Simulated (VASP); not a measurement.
A run of VASP 6.6.1 is set up as follows.

The input INCAR:

```
SYSTEM = Sn3PbSe4
ALGO = Normal
EDIFF = 1E-6
ENCUT = 520
GGA = PE
ISIF = 2
ISMEAR = 0
LASPH = .TRUE.
LCHARG = .FALSE.
LREAL = .FALSE.
LWAVE = .FALSE.
NBANDS = 50
NELM = 100
PREC = Accurate
SIGMA = 0.1
```

The input KPOINTS:

```
k-points
0
G
  4 4 2
  0 0 0
```

Contents of POSCAR:

```
Sn3PbSe4
1.0
    4.3129110000      0.0000000000      0.0000000000
    0.0000000000      6.1019320000      0.0000000000
    0.0000000000      0.0000000000      8.6297120000
Sn Pb Se
3 1 4
Direct
    0.0000000000      0.0000000000      0.7488990000
    0.0000000000      0.0000000000      0.2511010000
    0.5000000000      0.5000000000      0.5000000000
    0.5000000000      0.5000000000      0.0000000000
    0.0000000000      0.5000000000      0.7438030000
    0.5000000000      0.0000000000      0.0000000000
    0.0000000000      0.5000000000      0.2561970000
    0.5000000000      0.0000000000      0.5000000000
```

Potentials or basis: VASP PAW PBE potentials, release 64 (Sn_d, Pb_d, Se).

Command:

```console
$ cat potpaw_PBE.64/Sn_d/POTCAR potpaw_PBE.64/Pb_d/POTCAR potpaw_PBE.64/Se/POTCAR > POTCAR
$ mpirun -np 1 vasp_std > vasp.out
```

(1) Predict the band gap on the k mesh.

(2) Predict the largest force.

(3) What does it give for the pressure?

Answers

(1) 0.10 eV.

(2) 0.021 eV/Å.

(3) -0.5 GPa.

Caveat: spin-orbit coupling is left out, which moves the levels of the heavy elements.
